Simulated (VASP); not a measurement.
# Rh (Fm-3m) in VASP: further runs

Runs on Rh. Level: LDA. Tasks: single point, relaxation of volume and atoms at fixed shape.

Program: VASP 6.6.1. These are calculated values, not measurements. Logs are shortened: lines on timing, memory, paths and dates and some standing lists are left out, and cuts for length are marked.

## 1. The cell of the first run

Symmetry: Fm-3m, No. 225, cubic system. The conventional cell has a = 3.753 Å, b = 3.753 Å, c = 3.753 Å, α = 90.00°, β = 90.00°, γ = 90.00°. Within 3.5 Å of Rh (site symmetry m-3m) lie 12 Rh at 2.65 Å.

## 2. Single point, LDA

The input, INCAR:

```
SYSTEM = Rh
ALGO     = Normal         ! electronic algorithm
EDIFF    = 1E-7           ! SCF threshold, eV
ENCUT    = 520            ! plane-wave cutoff, eV
GGA      = CA             ! functional
ISIF     = 2              ! what is computed and relaxed
ISMEAR   = 1              ! smearing method
LASPH    = .TRUE.         ! aspherical terms in the spheres
LCHARG   = .FALSE.        ! write CHGCAR
LREAL    = .FALSE.        ! projectors in reciprocal space
LWAVE    = .FALSE.        ! write WAVECAR
NBANDS   = 14             ! bands
NELM     = 80             ! most SCF steps
PREC     = Accurate       ! precision mode
SIGMA    = 0.05           ! smearing width, eV
```

The input, KPOINTS:

```
k-points
0
G
  21 21 21
  0 0 0
```

The input, POSCAR:

```
Rh
1.0
    0.0000000000      1.8766909652      1.8766909652
    1.8766909652      0.0000000000      1.8766909652
    1.8766909652      1.8766909652      0.0000000000
Rh
1
Direct
    0.0000000000      0.0000000000      0.0000000000
```

Potentials or basis: VASP PAW LDA potentials, release 64 (Rh_pv).

Command:

```bash
$ cat potpaw_LDA.64/Rh_pv/POTCAR > POTCAR
$ mpirun -np 1 vasp_std > vasp.out
```

OUTCAR:

```text
SYSTEM = Rh
   EDIFF = 1E-7
   ENCUT = 520
   GGA = CA
   ISIF = 2
   ISMEAR = 1
   LASPH = .TRUE.
   LREAL = .FALSE.
   NELM = 80
   PREC = Accurate

 ion  position               nearest neighbor table
   1  0.000  0.000  0.000-

  LATTYP: Found a face centered cubic cell.
 ALAT       =     3.7533819304

  Lattice vectors:

 A1 = (   0.0000000000,   1.8766909652,   1.8766909652)
 A2 = (   1.8766909652,   0.0000000000,   1.8766909652)
 A3 = (   1.8766909652,   1.8766909652,   0.0000000000)

Analysis of symmetry for initial positions (statically):
=====================================================================
 Subroutine PRICEL returns:
 Original cell was already a primitive cell.

 Routine SETGRP: Setting up the symmetry group for a
 face centered cubic supercell.

 Subroutine GETGRP returns: Found 48 space group operations
 (whereof 48 operations were pure point group operations)
 out of a pool of 48 trial point group operations.

The static configuration has the point symmetry O_h .

Analysis of symmetry for dynamics (positions and initial velocities):
=====================================================================
 Subroutine PRICEL returns:
 Original cell was already a primitive cell.

 Routine SETGRP: Setting up the symmetry group for a
 face centered cubic supercell.

 Subroutine GETGRP returns: Found 48 space group operations
 (whereof 48 operations were pure point group operations)
 out of a pool of 48 trial point group operations.

The dynamic configuration has the point symmetry O_h .

 Subroutine INISYM returns: Found 48 space group operations
 (whereof 48 operations are pure point group operations),
 and found     1 'primitive' translations

----------------------------------------------------------------------------------------

                                     Primitive cell

  volume of cell :      13.2193

  direct lattice vectors                    reciprocal lattice vectors
     0.000000000  1.876690965  1.876690965    -0.266426391  0.266426391  0.266426391
     1.876690965  0.000000000  1.876690965     0.266426391 -0.266426391  0.266426391
     1.876690965  1.876690965  0.000000000     0.266426391  0.266426391 -0.266426391

  length of vectors
     2.654041815  2.654041815  2.654041815     0.461464045  0.461464045  0.461464045

  position of ions in fractional coordinates (direct lattice)
     0.000000000  0.000000000  0.000000000

  ion indices of the primitive-cell ions
   primitive index   ion index
                 1           1

----------------------------------------------------------------------------------------

 KPOINTS: k-points

Automatic generation of k-mesh.
 Grid dimensions read from file:
 generate k-points for:   21   21   21

 Generating k-lattice:

  Cartesian coordinates                     Fractional coordinates (reciprocal lattice)
    -0.012686971  0.012686971  0.012686971     0.047619048  0.000000000  0.000000000
     0.012686971 -0.012686971  0.012686971     0.000000000  0.047619048  0.000000000
     0.012686971  0.012686971 -0.012686971     0.000000000  0.000000000  0.047619048

  Length of vectors
     0.021974478  0.021974478  0.021974478

  Shift w.r.t. Gamma in fractional coordinates (k-lattice)
     0.000000000  0.000000000  0.000000000

 Subroutine IBZKPT returns following result:
 ===========================================

 Found    286 irreducible k-points:

 Following reciprocal coordinates:
            Coordinates               Weight
  0.000000  0.000000  0.000000      1.000000
  0.047619  0.000000  0.000000      8.000000
  0.095238  0.000000  0.000000      8.000000
  0.142857  0.000000  0.000000      8.000000
  0.190476  0.000000  0.000000      8.000000
  0.238095  0.000000  0.000000      8.000000
[... 16 lines left out ...]
 -0.428571  0.047619  0.000000     24.000000
 -0.380952  0.047619  0.000000     24.000000
 [... further k-points ...]
   k-points           NKPTS =    286   k-points in BZ     NKDIM =    286   number of bands    NBANDS=     14
   number of dos      NEDOS =    301   number of ions     NIONS =      1
   total plane-waves  NPLWV =   8000
   dimension x,y,z NGX =    20 NGY =   20 NGZ =   20
   dimension x,y,z NGXF=    40 NGYF=   40 NGZF=   40
   ions per type =               1
   NGX,Y,Z   is equivalent  to a cutoff of  12.53, 12.53, 12.53 a.u.
   NGXF,Y,Z  is equivalent  to a cutoff of  25.06, 25.06, 25.06 a.u.
 SYSTEM =  Rh
   PREC   = accura    normal or accurate (medium, high low for compatibility)
   ISTART =      0    job   : 0-new  1-cont  2-samecut
   ICHARG =      2    charge: 1-file 2-atom 10-const
   ISPIN  =      1    spin polarized calculation?
   LNONCOLLINEAR =      F non collinear calculations
   LSORBIT =      F    spin-orbit coupling
   LASPH  =      T    aspherical Exc in radial PAW
   ENCUT  =  520.0 eV  38.22 Ry    6.18 a.u.   4.93  4.93  4.93*2*pi/ulx,y,z
   NELM   =     80;   NELMIN=  2; NELMDL= -5     # of ELM steps
   EDIFF  = 0.1E-06   stopping-criterion for ELM
   LREAL  =      F    real-space projection
   EDIFFG = 0.1E-05   stopping-criterion for IOM
   NSW    =      0    number of steps for IOM
   IBRION =     -1    ionic relax: 0-MD 1-quasi-New 2-CG
   NFREE  =      0    steps in history (QN), initial steepest desc. (CG)
   ISIF   =      2    stress and relaxation
   ISYM   =      2    0-nonsym 1-usesym 2-fastsym
   POTIM  = 0.5000    time-step for ionic-motion
   TEBEG  =    0.0;   TEEND  =   0.0 temperature during run
   PSTRESS=    0.0 pullay stress
   NELECT =      15.0000    total number of electrons
   NUPDOWN=      -1.0000    fix difference up-down
   EMIN   =  10.00;   EMAX   =-10.00  energy-range for DOS
   EFERMI =   0.00;   METHOD = LEGACY
   ISMEAR =     1;   SIGMA  =   0.05  broadening in eV -4-tet -1-fermi 0-gaus
   EFERMI_NEDOS =   21; number of points for ismear=-14 and -15
   IALGO  =     38    algorithm
   IMIX   =      4    mixing-type and parameters
     AMIX     =   0.40;   BMIX     =  1.00
     AMIX_MAG =   1.60;   BMIX_MAG =  1.00
  volume/ion in A,a.u.               =      13.22        89.21
  Fermi-wavevector in a.u.,A,eV,Ry     =   1.707533  3.226770 39.670093  2.915670
  Thomas-Fermi vector in A             =   2.786368
   LORBIT       =      0    0 simple, 1 ext, 2 COOP (PROOUT), +10 PAW based schemes
   GGA     = CA    functional components
   LHFCALC =     F    Hartree Fock is set to
   AEXX    =    0.0000 exact exchange contribution
   IVDW    =     0    specifies the selected vdW correction
   LEPSILON=     F    determine dielectric tensor
   LRPA    =     F    only Hartree local field effects (RPA)
 non-spin polarized calculation
 Methfessel and Paxton  Order N= 1 SIGMA  =   0.05
  energy-cutoff  :      520.00
  volume of cell :       13.22
 maximum number of plane-waves:       366
   NGX =  9   NGY =  9   NGZ =  9

 number of electron      15.0000002 magnetization

 Free energy of the ion-electron system (eV)
  ---------------------------------------------------
  ext. energy  EPLUGINS =         0.00000000
  ---------------------------------------------------
  free energy    TOTEN  =        -8.68437262 eV

  energy without entropy =       -8.68439533  energy(sigma->0) =       -8.68438019

 E-fermi :  12.4509     XC(G=0): -14.6040

 val. band max:       12.4299503659   @ k =  -0.3810   0.1905   0.0000
 cond. band min:      12.4574107681   @ k =  -0.3810   0.0952   0.0000
 fundamental gap:      0.0274604022
 Fermi energy:        12.4509131777

 k-point     1 :       0.0000    0.0000    0.0000
  band No.  band energies     occupation
      1     -33.7877      2.00000
      2     -33.7877      2.00000
      3     -33.7877      2.00000
      4       4.1308      2.00000
      5       9.1442      2.00000
      6       9.1442      2.00000
      7       9.1442      2.00000
      8      11.4030      2.00000
      9      11.4030      2.00000
     10      28.3623      0.00000
     11      32.6776      0.00000
     12      33.9929      0.00000
     13      33.9929      0.00000
     14      33.9929      0.00000

 k-point     2 :       0.0476    0.0000    0.0000
  band No.  band energies     occupation
      1     -33.8075      2.00000
      2     -33.7904      2.00000
      3     -33.7904      2.00000
      4       4.2264      2.00000
      5       9.0999      2.00000
      6       9.1828      2.00000
      7       9.1828      2.00000
      8      11.3803      2.00000
      9      11.3803      2.00000
     10      28.5081      0.00000
     11      32.6769      0.00000
     12      33.4701      0.00000
     13      34.1374      0.00000
     14      34.1374      0.00000

 k-point     3 :       0.0952    0.0000    0.0000
  band No.  band energies     occupation
      1     -33.8647      2.00000
      2     -33.7980      2.00000
      3     -33.7980      2.00000
      4       4.5041      2.00000
      5       8.9832      2.00000
      6       9.2879      2.00000
      7       9.2879      2.00000
      8      11.3256      2.00000
      9      11.3256      2.00000
     10      28.9142      0.00000
     11      32.2980      0.00000
     12      32.6820      0.00000
     13      34.5611      0.00000
     14      34.5611      0.00000

 k-point     4 :       0.1429    0.0000    0.0000
  band No.  band energies     occupation
      1     -33.9538      2.00000
      2     -33.8100      2.00000
      3     -33.8100      2.00000
      4       4.9307      2.00000
      5       8.8446      2.00000
      6       9.4246      2.00000
      7       9.4246      2.00000
      8      11.2814      2.00000
      9      11.2814      2.00000
     10      29.4762      0.00000
     11      30.9438      0.00000
     12      32.6791      0.00000
     13      35.2345      0.00000
     14      35.2345      0.00000

 k-point     5 :       0.1905    0.0000    0.0000
  band No.  band energies     occupation
      1     -34.0661      2.00000
      2     -33.8252      2.00000
      3     -33.8252      2.00000
      4       5.4326      2.00000
      5       8.7778      2.00000
      6       9.5304      2.00000
      7       9.5304      2.00000
      8      11.3175      2.00000
      9      11.3175      2.00000
     10      29.5339      0.00000
     11      30.0137      0.00000
[... 276 lines left out ...]
 k-point    22 :      -0.4762    0.0476    0.0000
  band No.  band energies     occupation
      1     -34.6345      2.00000
      2     -33.9188      2.00000
      3     -33.9077      2.00000
      4       6.0144      2.00000
      5       9.0047      2.00000
      6       9.1309      2.00000
      7      12.1587      2.00000
      8      13.0402     -0.00000
      9      14.0918      0.00000
     10      21.4408      0.00000
     11      28.0278      0.00000
     12      32.6786      0.00000
     13      33.6364      0.00000
     14      33.9088      0.00000

 k-point    23 :      -0.4286    0.0476    0.0000
  band No.  band energies     occupation
      1     -34.6106      2.00000
      2     -33.9187      2.00000
      3     -33.9009      2.00000
      4       6.0475      2.00000
      5       9.0501      2.00000
      6       9.1562      2.00000
      7      11.9267      2.00000
      8      12.8430     -0.00000
      9      13.8155      0.00000
     10      22.0315      0.00000
     11      28.1743      0.00000
     12      32.6785      0.00000
     13      33.6944      0.00000
     14      34.4205      0.00000

 k-point    24 :      -0.3810    0.0476    0.0000
  band No.  band energies     occupation
      1     -34.5529      2.00000
      2     -33.9132      2.00000
      3     -33.8895      2.00000
      4       6.1188      2.00000
      5       9.1431      2.00000
      6       9.2313      2.00000
      7      11.2891      2.00000
      8      12.5102     -0.07042
      9      13.3228     -0.00000
     10      23.2421      0.00000
     11      28.5369      0.00000
     12      32.6786      0.00000
     13      34.1351      0.00000
     14      35.3337      0.00000

 [... further k-points ...]

------------------------ aborting loop because EDIFF is reached ----------------------------------------

  FORCE on cell =-STRESS in cart. coord.  units (eV):
  Direction    XX          YY          ZZ          XY          YZ          ZX
  --------------------------------------------------------------------------------------
  -------------------------------------------------------------------------------------
  Total        0.0739080      0.0739080      0.0739080      0.0000000      0.0000000     -0.0000000
  in kB        8.9576388      8.9576388      8.9576388      0.0000000      0.0000000     -0.0000000
  external PRESSURE =       8.9576388 kB  Pullay stress =       0.0000000 kB

 VOLUME and BASIS-vectors are now :
 -----------------------------------------------------------------------------
  energy-cutoff  :      520.00
  volume of cell :       13.22
      direct lattice vectors                 reciprocal lattice vectors
     0.000000000  1.876690965  1.876690965    -0.266426391  0.266426391  0.266426391
     1.876690965  0.000000000  1.876690965     0.266426391 -0.266426391  0.266426391
     1.876690965  1.876690965  0.000000000     0.266426391  0.266426391 -0.266426391

 POSITION                                       TOTAL-FORCE (eV/Angst)
 -----------------------------------------------------------------------------------
      0.00000      0.00000      0.00000         0.000000     -0.000000      0.000000
 -----------------------------------------------------------------------------------
    total drift:                                0.000000     -0.000000      0.000000

  FREE ENERGIE OF THE ION-ELECTRON SYSTEM (eV)
  ---------------------------------------------------
  free  energy   TOTEN  =        -8.6843726211 eV

  energy  without entropy=       -8.6843953348  energy(sigma->0) =       -8.68438019
```

Run time: 22 s. Hardware: 1 thread of Intel Xeon Platinum 8488C (Sapphire Rapids), shared host; peak memory 0.15 GiB.

What came out:

```yaml
Free_energy: -8.6844 eV
Pressure: 0.9 GPa
Band_gap_on_the_k_mesh: zero (an odd number of electrons rules out a gap without spin polarisation)
```

(Continued in part 2 of 2.)
